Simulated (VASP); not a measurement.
# Li (R-3m) in VASP: a series of runs, part 2 of 2

VASP 6.6.1. Earlier steps stand in the parts before.

**4. Electric field gradients, PBEsol (zz strain of +2 %)**

Contents of INCAR:

```
ALGO = Normal ; EDIFF = 1E-8
ENCUT = 520 ; GGA = PS
ISIF = 2 ; ISMEAR = -1
LASPH = T ; LCHARG = F
LEFG = T ; LREAL = F
LWAVE = F ; NBANDS = 12
NELM = 80 ; PREC = Accurate
SIGMA = 0.05
```

Contents of KPOINTS:

```
k-points
0
Gamma
  12 12 12
```

Contents of POSCAR:

```
Li
1.0
    1.5504989657      0.8951809952      7.7400660000
   -1.5504989657      0.8951809952      7.7400660000
    0.0000000000     -1.7903619905      7.7400660000
Li
3
Direct
    0.0000000000      0.0000000000      0.0000000000
    0.2220000000      0.2220000000      0.2220000000
    0.7780000000      0.7780000000      0.7780000000
```

Potentials or basis: VASP PAW PBE potentials, release 64 (Li_sv).

Command:

```sh
> cat potpaw_PBE.64/Li_sv/POTCAR > POTCAR
> mpirun -np 1 vasp_std > vasp.out
```

OUTCAR:

```text
EDIFF = 1E-8
   ENCUT = 520
   GGA = PS
   ISIF = 2
   ISMEAR = -1
   LASPH = T
   LREAL = F
   NELM = 80
   PREC = Accurate

 ion  position               nearest neighbor table
   1  0.000  0.000  0.000-
   2  0.222  0.222  0.222-
   3  0.778  0.778  0.778-

  LATTYP: Found a trigonal (rhomboedric) cell.
 ALAT       =     7.9444331290
 COS(alpha) =     0.9238189192

  Lattice vectors:

 A1 = (   1.5504989657,   0.8951809952,   7.7400660000)
 A2 = (  -1.5504989657,   0.8951809952,   7.7400660000)
 A3 = (   0.0000000000,  -1.7903619905,   7.7400660000)

Analysis of symmetry for initial positions (statically):
=====================================================================
 Subroutine PRICEL returns:
 Original cell was already a primitive cell.

 Routine SETGRP: Setting up the symmetry group for a
 trigonal (rhombohedral) supercell.

 Subroutine GETGRP returns: Found 12 space group operations
 (whereof 12 operations were pure point group operations)
 out of a pool of 12 trial point group operations.

The static configuration has the point symmetry D_3d.

Analysis of symmetry for dynamics (positions and initial velocities):
=====================================================================
 Subroutine PRICEL returns:
 Original cell was already a primitive cell.

 Routine SETGRP: Setting up the symmetry group for a
 trigonal (rhombohedral) supercell.

 Subroutine GETGRP returns: Found 12 space group operations
 (whereof 12 operations were pure point group operations)
 out of a pool of 12 trial point group operations.

The dynamic configuration has the point symmetry D_3d.

 Subroutine INISYM returns: Found 12 space group operations
 (whereof 12 operations are pure point group operations),
 and found     1 'primitive' translations

----------------------------------------------------------------------------------------

                                     Primitive cell

  volume of cell :      64.4582

  direct lattice vectors                    reciprocal lattice vectors
     1.550498966  0.895180995  7.740066000     0.322476836  0.186182088  0.043065955
    -1.550498966  0.895180995  7.740066000    -0.322476836  0.186182088  0.043065955
     0.000000000 -1.790361990  7.740066000     0.000000000 -0.372364176  0.043065955

  length of vectors
     7.944433129  7.944433129  7.944433129     0.374846310  0.374846310  0.374846310

  position of ions in fractional coordinates (direct lattice)
     0.000000000  0.000000000  0.000000000
     0.222000000  0.222000000  0.222000000
     0.778000000  0.778000000  0.778000000

  ion indices of the primitive-cell ions
   primitive index   ion index
                 1           1
                 2           2
                 3           3

----------------------------------------------------------------------------------------

[... 88 lines left out ...]
     AMIX     =   0.40;   BMIX     =  1.00
     AMIX_MAG =   1.60;   BMIX_MAG =  1.00
  volume/ion in A,a.u.               =      21.49       145.00
  Fermi-wavevector in a.u.,A,eV,Ry     =   0.849304  1.604951  9.814106  0.721316
  Thomas-Fermi vector in A             =   1.965103
   LORBIT       =      0    0 simple, 1 ext, 2 COOP (PROOUT), +10 PAW based schemes
   GGA     = PS    functional components
   LHFCALC =     F    Hartree Fock is set to
   AEXX    =    0.0000 exact exchange contribution
   IVDW    =     0    specifies the selected vdW correction
   LEPSILON=     F    determine dielectric tensor
   LRPA    =     F    only Hartree local field effects (RPA)
 non-spin polarized calculation
  energy-cutoff  :      520.00
  volume of cell :       64.46
 maximum number of plane-waves:      1759
   NGX = 29   NGY = 29   NGZ = 29

 number of electron       8.9999998 magnetization

 Free energy of the ion-electron system (eV)
  ---------------------------------------------------
  ext. energy  EPLUGINS =         0.00000000
  ---------------------------------------------------
  free energy    TOTEN  =        -5.90034336 eV

  energy without entropy =       -5.88791007  energy(sigma->0) =       -5.89412671

 E-fermi :   0.4472     XC(G=0):  -6.8770

 val. band max:        0.4393544530   @ k =   0.3333   0.1667   0.0833
 cond. band min:       0.4592737455   @ k =   0.5000   0.4167  -0.0000
 fundamental gap:      0.0199192925
 Fermi energy:         0.4471509875

 k-point     1 :       0.0000    0.0000    0.0000
  band No.  band energies     occupation
      1     -45.5461      2.00000
      2     -45.5350      2.00000
      3     -45.5305      2.00000
      4      -3.0092      2.00000
      5      -1.1429      2.00000
      6      -1.1415      2.00000
      7       5.6854      0.00000
      8       5.7114      0.00000
      9      12.9947      0.00000
     10      12.9947      0.00000
     11      13.1198      0.00000
     12      13.1198      0.00000
[... 331 lines left out ...]
 k-point    24 :      -0.4167    0.1667   -0.0000
  band No.  band energies     occupation
      1     -45.5323      2.00000
      2     -45.5235      2.00000
      3     -45.5220      2.00000
      4       0.8806      0.00034
      5       1.6322      0.00000
      6       1.9113      0.00000
      7       4.0177      0.00000
      8       4.2253      0.00000
      9       4.8218      0.00000
     10       6.6627      0.00000
     11       7.2076      0.00000
     12       8.6521      0.00000

 [... further k-points ...]

------------------------ aborting loop because EDIFF is reached ----------------------------------------

  FORCE on cell =-STRESS in cart. coord.  units (eV):
  Direction    XX          YY          ZZ          XY          YZ          ZX
  --------------------------------------------------------------------------------------
  -------------------------------------------------------------------------------------
  Total       -0.2450588     -0.2450588     -0.5263789      0.0000000      0.0000000      0.0000000
  in kB       -6.0911980     -6.0911980    -13.0837061      0.0000000      0.0000000      0.0000000
  external PRESSURE =      -8.4220340 kB  Pullay stress =       0.0000000 kB

 VOLUME and BASIS-vectors are now :
 -----------------------------------------------------------------------------
  energy-cutoff  :      520.00
  volume of cell :       64.46
      direct lattice vectors                 reciprocal lattice vectors
     1.550498966  0.895180995  7.740066000     0.322476836  0.186182088  0.043065955
    -1.550498966  0.895180995  7.740066000    -0.322476836  0.186182088  0.043065955
     0.000000000 -1.790361990  7.740066000     0.000000000 -0.372364176  0.043065955

 POSITION                                       TOTAL-FORCE (eV/Angst)
 -----------------------------------------------------------------------------------
      0.00000      0.00000      0.00000         0.000000      0.000000      0.000000
      0.00000     -0.00000      5.15488         0.000000     -0.000000      0.008275
      0.00000     -0.00000     18.06531         0.000000      0.000000     -0.008275
 -----------------------------------------------------------------------------------
    total drift:                               -0.000000     -0.000000      0.000000

  FREE ENERGIE OF THE ION-ELECTRON SYSTEM (eV)
  ---------------------------------------------------
  free  energy   TOTEN  =        -5.9003433588 eV

  energy  without entropy=       -5.8879100682  energy(sigma->0) =       -5.89412671

 Electric field gradients (V/A^2)
---------------------------------------------------------------------
 ion       V_xx      V_yy      V_zz      V_xy      V_xz      V_yz
---------------------------------------------------------------------
   1       0.012     0.012    -0.025     0.000    -0.000     0.000
   2       0.008     0.008    -0.016     0.000    -0.000     0.000
   3       0.008     0.008    -0.016     0.000    -0.000     0.000
---------------------------------------------------------------------

 Electric field gradients after diagonalization (V/A^2)
 (convention: |V_zz| > |V_xx| > |V_yy|)
----------------------------------------------------------------------
 ion       V_xx      V_yy      V_zz     asymmetry (V_yy - V_xx)/ V_zz
----------------------------------------------------------------------
   1       0.012     0.012    -0.025       0.000
   2       0.008     0.008    -0.016       0.000
   3       0.008     0.008    -0.016       0.000
----------------------------------------------------------------------

           NMR quadrupolar parameters

 Cq : quadrupolar parameter    Cq=e*Q*V_zz/h
 eta: asymmetry parameters     (V_yy - V_xx)/ V_zz
 Q  : nuclear electric quadrupole moment in mb (millibarn)
----------------------------------------------------------------------
 ion       Cq(MHz)       eta       Q (mb)
----------------------------------------------------------------------
   1      -0.000       0.000       1.000
   2      -0.000       0.000       1.000
   3      -0.000       0.000       1.000
----------------------------------------------------------------------
```

OSZICAR:

```text
N       E                     dE             d eps       ncg     rms          rms(c)
DAV:   1     0.256664425112E+02    0.25666E+02   -0.35134E+03  4536   0.654E+02
DAV:   2     0.226382853795E-01   -0.25644E+02   -0.24876E+02  5328   0.150E+02
DAV:   3    -0.580822646997E+01   -0.58309E+01   -0.57816E+01  8616   0.375E+01
DAV:   4    -0.590609619666E+01   -0.97870E-01   -0.97804E-01  6024   0.830E+00
DAV:   5    -0.590846291466E+01   -0.23667E-02   -0.23666E-02  7148   0.104E+00    0.673E-01
DAV:   6    -0.590292056738E+01    0.55423E-02   -0.22656E-03  7776   0.244E-01    0.379E-01
DAV:   7    -0.590025324241E+01    0.26673E-02   -0.34067E-03  7636   0.332E-01    0.327E-02
DAV:   8    -0.590034620534E+01   -0.92963E-04   -0.11371E-03  6500   0.182E-01    0.345E-02
DAV:   9    -0.590036250027E+01   -0.16295E-04   -0.63028E-05  7620   0.528E-02    0.488E-02
DAV:  10    -0.590034369458E+01    0.18806E-04   -0.32420E-05  8124   0.369E-02    0.222E-03
DAV:  11    -0.590034364497E+01    0.49607E-07   -0.19083E-06  6012   0.102E-02    0.172E-03
DAV:  12    -0.590034336209E+01    0.28288E-06   -0.34316E-08  5924   0.163E-03    0.829E-05
DAV:  13    -0.590034335879E+01    0.33015E-08   -0.21396E-09  4276   0.383E-04
   1 F= -.59003434E+01 E0= -.58941267E+01  d E =-.124333E-01
```

It took 5.5 min on 1 thread of AMD EPYC 9R45 (Zen 5), shared host; peak memory 0.47 GiB.

Results:

- Free energy: -5.9003 eV
- Largest force: 0.008 eV/Å
- Band gap on the k mesh: zero (an odd number of electrons rules out a gap without spin polarisation)
- Largest electric field gradient by atom: under 0.05 V/Å² on every atom

Forces in eV/Å, atoms in the order of the input:
```
Li   0.000  0.000  0.000
Li   0.000  0.000  0.008
Li   0.000  0.000 -0.008
```

Levels at points of the mesh, in eV from the Fermi level:
```
           k point  band 3  band 4  band 5  band 6  band 7  band 8
(0.00, 0.00, 0.00)  -45.98   -3.46   -1.59   -1.59    5.24    5.26
(0.50, 0.00, 0.00)  -45.97    0.01    0.85    1.06    3.61    3.72
(0.50, 0.50, 0.00)  -45.97    0.29    0.38    1.17    3.12    4.26
(0.50, 0.50, 0.50)  -45.98   -2.99   -2.98   -0.07    2.63    9.78
```

Caveat: the cell differs from its parent crystal (zz strain of +2 %); the cutoff is under 1.25 times the usual one of these potentials, so pressure, stress and relaxed cells hold a basis-set (Pulay) error; the PAW data sets were made with another functional, which shifts forces and pressure a little.

**5. The runs side by side**

| cell | gap on the mesh (eV) | largest force (eV/Å) |
| --- | --- | --- |
| a = 7.575 Å, angles 23.6°, 3 atoms | none | 0.01 |
| a = 7.723 Å, angles 23.2°, 3 atoms | none | 0.01 |
| a = 7.944 Å, angles 22.5°, 3 atoms | none | 0.01 |

Alike in all rows: task electric field gradients; level PBEsol; potentials or basis VASP PAW PBE potentials, release 64 (Li_sv); no spin polarisation; k mesh 12 × 12 × 12; cutoff (eV) 520; smearing fermi-dirac 0.05 eV.

Caveats: the cutoff is under 1.25 times the usual one of these potentials, so pressure, stress and relaxed cells hold a basis-set (Pulay) error; the PAW data sets were made with another functional, which shifts forces and pressure a little.

Total energies depend on the potentials used, so only differences within one code and one set of settings carry meaning.

The gap in the log of VASP goes by the Fermi energy; the results here count the filled bands.